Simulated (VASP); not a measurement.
# SiC (Moissanite) (P6_3mc) in VASP: a series of runs, part 2 of 2

VASP 6.6.1. Earlier steps stand in the parts before.

### Step 4. Relaxation of cell and atoms, PBE+D3(BJ)

This run uses another cell than the first one, of 10.34 Å³/atom, 1.003 times its volume.

INCAR

```
SYSTEM = SiC
  ALGO = Normal
  EDIFF = 1E-6
  EDIFFG = -0.01
  ENCUT = 600
  GGA = PE
  IBRION = 2
  ISIF = 3
  ISMEAR = -1
  IVDW = 12
  LASPH = .TRUE.
  LCHARG = .FALSE.
  LREAL = .FALSE.
  LWAVE = .FALSE.
  NELM = 60
  NSW = 60
  PREC = Accurate
  SIGMA = 0.05
```

KPOINTS

```
k-points
0
G
  10 10 5
  0 0 0
```

POSCAR

```
SiC
1.0
    3.0760000000      0.0000000000      0.0000000000
   -1.5380000000      2.6638941420      0.0000000000
    0.0000000000      0.0000000000      5.0480000000
Si C
2 2
Direct
    0.6666666667      0.3333333333      0.5000000000
    0.3333333333      0.6666666667      0.0000000000
    0.6666666667      0.3333333333      0.8850000000
    0.3333333333      0.6666666667      0.3850000000
```

Potentials or basis: VASP PAW PBE potentials, release 64 (Si, C).

On the command line:

```console
cat potpaw_PBE.64/Si/POTCAR potpaw_PBE.64/C/POTCAR > POTCAR
mpirun -np 1 vasp_std > vasp.out
```

OUTCAR:

```text
SYSTEM = SiC
   EDIFF = 1E-6
   EDIFFG = -0.01
   ENCUT = 600
   GGA = PE
   IBRION = 2
   ISIF = 3
   ISMEAR = -1
   IVDW = 12
   LASPH = .TRUE.
   LREAL = .FALSE.
   NELM = 60
   NSW = 60
   PREC = Accurate
 IVDW          = 12

 ion  position               nearest neighbor table
   1  0.667  0.333  0.500-   4 1.87   4 1.87   4 1.87   3 1.94   2 3.09   2 3.09   2 3.09   2 3.09
                             2 3.09   2 3.09
   2  0.333  0.667  0.000-   3 1.87   3 1.87   3 1.87   4 1.94   1 3.09   1 3.09   1 3.09   1 3.09
                             1 3.09   1 3.09
   3  0.667  0.333  0.885-   2 1.87   2 1.87   2 1.87   1 1.94
   4  0.333  0.667  0.385-   1 1.87   1 1.87   1 1.87   2 1.94

  LATTYP: Found a hexagonal cell.
 ALAT       =     3.0760000000
 C/A-ratio  =     1.6410923277

  Lattice vectors:

 A1 = (   3.0760000000,   0.0000000000,   0.0000000000)
 A2 = (  -1.5380000000,   2.6638941420,   0.0000000000)
 A3 = (   0.0000000000,   0.0000000000,   5.0480000000)

Analysis of symmetry for initial positions (statically):
=====================================================================
 Subroutine PRICEL returns:
 Original cell was already a primitive cell.

 Routine SETGRP: Setting up the symmetry group for a
 hexagonal supercell.

 Subroutine GETGRP returns: Found 12 space group operations
 (whereof  6 operations were pure point group operations)
 out of a pool of 24 trial point group operations.

The static configuration has the point symmetry C_3v.
 The point group associated with its full space group is C_6v.

Analysis of symmetry for dynamics (positions and initial velocities):
=====================================================================
 Subroutine PRICEL returns:
 Original cell was already a primitive cell.

 Routine SETGRP: Setting up the symmetry group for a
 hexagonal supercell.

 Subroutine GETGRP returns: Found 12 space group operations
 (whereof  6 operations were pure point group operations)
 out of a pool of 24 trial point group operations.

The dynamic configuration has the point symmetry C_3v.
 The point group associated with its full space group is C_6v.

 Subroutine INISYM returns: Found 12 space group operations
 (whereof  6 operations are pure point group operations),
 and found     1 'primitive' translations

[... 118 lines left out ...]
     AMIX_MAG =   1.60;   BMIX_MAG =  1.00
  volume/ion in A,a.u.               =      10.34        69.78
  Fermi-wavevector in a.u.,A,eV,Ry     =   1.192817  2.254098 19.358549  1.422813
  Thomas-Fermi vector in A             =   2.328847
   LORBIT       =      0    0 simple, 1 ext, 2 COOP (PROOUT), +10 PAW based schemes
   GGA     = PE    functional components
   LHFCALC =     F    Hartree Fock is set to
   AEXX    =    0.0000 exact exchange contribution
   IVDW    =    12    specifies the selected vdW correction
   LEPSILON=     F    determine dielectric tensor
   LRPA    =     F    only Hartree local field effects (RPA)
 conjugate gradient relaxation of ions
 non-spin polarized calculation
  energy-cutoff  :      600.00
  volume of cell :       41.36
 maximum number of plane-waves:      1398
 NGX is ok and might be reduce to    28
   NGX = 13   NGY = 13   NGZ = 21

--------------------------------------- Ionic step        1  -------------------------------------------

 number of electron      16.0000001 magnetization

 Free energy of the ion-electron system (eV)
  ---------------------------------------------------
  ext. energy  EPLUGINS =         0.00000000
  ---------------------------------------------------
  free energy    TOTEN  =       -30.06995491 eV

  energy without entropy =      -30.06995491  energy(sigma->0) =      -30.06995491

------------------------ aborting loop because EDIFF is reached ----------------------------------------

 Edisp (eV)   -1.20305

 E8    (eV) :    -0.4516
[... 243 lines left out ...]
--------------------------------------- Ionic step        7  -------------------------------------------

 number of electron      16.0000000 magnetization

 Free energy of the ion-electron system (eV)
  ---------------------------------------------------
  ext. energy  EPLUGINS =         0.00000000
  ---------------------------------------------------
  free energy    TOTEN  =       -30.09929571 eV

  energy without entropy =      -30.09929571  energy(sigma->0) =      -30.09929571

 E-fermi :   9.3494     XC(G=0): -11.3792

 val. band max:        8.3351754308   @ k =   0.0000   0.0000   0.0000
 cond. band min:      10.7549427899   @ k =   0.3000   0.3000   0.0000
 fundamental gap:      2.4197673591
 Fermi energy:         9.3494485573

 k-point     1 :       0.0000    0.0000    0.0000
  band No.  band energies     occupation
      1      -7.2875      2.00000
      2      -3.6954      2.00000
      3      -0.4010      2.00000
      4       7.0149      2.00000
      5       7.0149      2.00000
      6       8.2226      2.00000
      7       8.3352      2.00000
      8       8.3352      2.00000
      9      13.1946      0.00000
     10      14.6162      0.00000
     11      15.0408      0.00000
     12      15.0408      0.00000
[... 331 lines left out ...]
 k-point    24 :       0.4000    0.1000    0.2000
  band No.  band energies     occupation
      1      -3.9181      2.00000
      2      -2.3885      2.00000
      3       0.2097      2.00000
      4       1.7152      2.00000
      5       3.6277      2.00000
      6       4.5753      2.00000
      7       5.8425      2.00000
      8       6.3235      2.00000
      9      12.0060      0.00000
     10      12.3986      0.00000
     11      15.3323      0.00000
     12      15.7229      0.00000

 [... further k-points ...]

------------------------ aborting loop because EDIFF is reached ----------------------------------------

 Edisp (eV)   -1.21118

 E8    (eV) :    -0.4546
[... 27 lines left out ...]
  FREE ENERGIE OF THE ION-ELECTRON SYSTEM (eV)
  ---------------------------------------------------
  free  energy   TOTEN  =       -31.3104776542 eV

  energy  without entropy=      -31.3104776542  energy(sigma->0) =      -31.31047765

 reached required accuracy - stopping structural energy minimisation
```

CONTCAR:

```text
SiC
   1.00000000000000
     3.0691902047996509   -0.0000000000000000   -0.0000000000000000
    -1.5345951023998254    2.6579966863622011    0.0000000000000000
    -0.0000000000000000   -0.0000000000000000    5.0366814026054536
  Si              C
     2     2
Direct
     0.6666666667000030    0.3333333332999970    0.5046026373522695
     0.3333333332999970    0.6666666667000030    0.0046026373522694
     0.6666666667000030    0.3333333332999970    0.8803973626477285
     0.3333333332999970    0.6666666667000030    0.3803973626477286

  0.00000000E+00  0.00000000E+00  0.00000000E+00
  0.00000000E+00  0.00000000E+00  0.00000000E+00
  0.00000000E+00  0.00000000E+00  0.00000000E+00
  0.00000000E+00  0.00000000E+00  0.00000000E+00
```

It took 38 s on 1 thread of Intel Xeon 6975P-C (Granite Rapids), shared host; peak memory 0.19 GiB.

What came out:

* Free energy: -31.3105 eV
* Relaxed volume: 10.27 Å³/atom
* Relaxed cell: a = 3.069 Å, b = 3.069 Å, c = 5.037 Å, α = 90.00°, β = 90.00°, γ = 120.00°
* Space group after relaxing (to 0.05 Å): P6_3mc (No. 186)
* Energy gained by relaxing: 9.4 meV/atom
* Ionic steps: 7
* Pressure after relaxing: 0.0 GPa
* Band gap on the k mesh: 2.42 eV, indirect (least direct gap 3.98 eV)
* Dispersion energy per atom: -0.303 eV

Step by step:
| step | energy change (eV) | largest force (eV/Å) | pressure (GPa) | volume (Å³) |
| --- | --- | --- | --- | --- |
| 1 | 0.0000 | 0.7526 | -1.18 | 41.36 |
| 2 | -0.0038 | 0.7017 | 1.25 | 40.90 |
| 3 | -0.0345 | 0.0666 | -0.19 | 41.12 |
| 4 | -0.0373 | 0.0034 | 0.31 | 41.03 |
| 5 | -0.0374 | 0.0071 | 0.23 | 41.05 |
| 6 | -0.0374 | 0.0056 | -0.18 | 41.12 |
| 7 | -0.0375 | 0.0000 | 0.00 | 41.09 |

Final structure:
```xyz
4
Lattice="3.0692 0.0000 0.0000 -1.5346 2.6580 0.0000 0.0000 0.0000 5.0367" Properties=species:S:1:pos:R:3 pbc="T T T"
Si    1.5346    0.8860    2.5415
Si    0.0000    1.7720    0.0232
C     1.5346    0.8860    4.4343
C     0.0000    1.7720    1.9159
```

### Step 5. Single point, LDA (volume scaled by 0.94)

INCAR

```
SYSTEM = SiC
PREC = Accurate
ENCUT = 520
EDIFF = 1E-7
ISMEAR = -1
SIGMA = 0.05
LREAL = .FALSE.
LASPH = .TRUE.
NELM = 60
ALGO = Normal
ISIF = 2
LWAVE = .FALSE.
LCHARG = .FALSE.
GGA = CA
NBANDS = 16
```

KPOINTS

```
Automatic mesh
0
G
  10 10 5
  0 0 0
```

POSCAR

```
SiC
1.0
    3.0132068704      0.0000000000      0.0000000000
   -1.5066034352      2.6095136966      0.0000000000
    0.0000000000      0.0000000000      4.9449506768
Si C
2 2
Direct
    0.6666666667      0.3333333333      0.5000000000
    0.3333333333      0.6666666667      0.0000000000
    0.6666666667      0.3333333333      0.8850000000
    0.3333333333      0.6666666667      0.3850000000
```

Potentials or basis: VASP PAW LDA potentials, release 64 (Si, C).

On the command line:

```console
cat potpaw_LDA.64/Si/POTCAR potpaw_LDA.64/C/POTCAR > POTCAR
mpirun -np 1 vasp_std > vasp.out
```

It took 46 s on 1 thread of AMD EPYC 7R13 (Zen 3), shared host; peak memory 0.11 GiB.

The run converged. Its results:

| Quantity | Value |
| --- | --- |
| Free energy | -33.1761 eV |
| Pressure | 11.4 GPa |
| Largest force | 0.836 eV/Å |
| Band gap on the k mesh | 2.26 eV, indirect (least direct gap 4.11 eV) |

Forces on the atoms (eV/Å):
```
Si   0.000  0.000  0.836
Si   0.000  0.000  0.836
C    0.000  0.000 -0.836
C    0.000  0.000 -0.836
```

Stress tensor (GPa, compression positive):
```
13.77  0.00  0.00
 0.00 13.77  0.00
 0.00  0.00  6.77
```

Levels at points of the mesh, in eV from the valence-band top:
```
           k point  band 4  band 5  band 6  band 7  band 8  band 9  band 10  band 11  band 12  band 13
(0.00, 0.00, 0.00)   -1.58   -1.58   -0.27   -0.27    0.00    5.14     6.66     6.77     6.77     8.05
(0.50, 0.00, 0.00)   -6.67   -5.66   -3.67   -3.47   -1.50    2.61     4.19     7.15     7.35    10.18
```

Caveat: the cell differs from its parent crystal (volume scaled by 0.94). A k mesh can miss the band edges.

### Step 6. The runs side by side

| task | level | potentials or basis | cell | k mesh | cutoff (eV) | gap on the mesh (eV) | pressure (GPa) | largest force (eV/Å) |
| --- | --- | --- | --- | --- | --- | --- | --- | --- |
| single point | r2SCAN+rVV10 | VASP PAW PBE potentials, release 64 (Si, C) | a = 3.072, b = 3.072, c = 5.044 Å, angles 90.0, 90.0, 120.0°, 4 atoms | 10 × 10 × 5 | 520 | 2.77 | -0.1 | - |
| single point | PBE | VASP PAW PBE potentials, release 64 (Si, C) | a = 3.076, b = 3.076, c = 5.048 Å, angles 90.0, 90.0, 120.0°, 4 atoms | 14 × 14 × 7 | 520 | 2.41 | 3.6 | 0.75 |
| relaxation of cell and atoms | PBE+D3(BJ) | VASP PAW PBE potentials, release 64 (Si, C) | relaxed from a = 3.076, b = 3.076, c = 5.048 Å, angles 90.0, 90.0, 120.0°, 4 atoms | 10 × 10 × 5 | 600 | 2.42 | 0.0 | - |
| single point | LDA | VASP PAW LDA potentials, release 64 (Si, C) | a = 3.013, b = 3.013, c = 4.945 Å, angles 90.0, 90.0, 120.0°, 4 atoms | 10 × 10 × 5 | 520 | 2.26 | 11.4 | 0.84 |

Alike in all rows: no spin polarisation; smearing fermi-dirac 0.05 eV.

Caveats: the PAW data sets were made with another functional, which shifts forces and pressure a little (some runs).

Absolute energies hang on the potentials; compare differences alone.
